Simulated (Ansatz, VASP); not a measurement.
Lu in VASP and in Ansatz

```xyz
1
Lattice="-1.8306 1.8306 1.8306 1.8306 -1.8306 1.8306 1.8306 1.8306 -1.8306" Properties=species:S:1:pos:R:3 pbc="T T T"
Lu    0.0000    0.0000    0.0000
```

Change from the starting cell: volume scaled by 0.88, LAPW.

Alike in both runs: task single point; functional PBEsol; k mesh 16 × 16 × 16; occupations fermi-dirac, width 0.05 eV; no spin polarisation.

```csv
,VASP,Ansatz
version,VASP 6.6.1,Ansatz 0.2.0
potentials or method,"VASP PAW PBE potentials, release 64 (Lu), cutoff 520 eV","all-electron LAPW, scalar-relativistic"
```

|  | VASP | Ansatz | Ansatz less VASP |
| --- | --- | --- | --- |
| pressure (GPa) | 7.4 | 7.1 | -0.27 |

VASP's potentials were made for PBE, not for PBEsol. Ansatz ran all-electron here, and VASP with PAW potentials.

Spin-orbit coupling is off throughout.
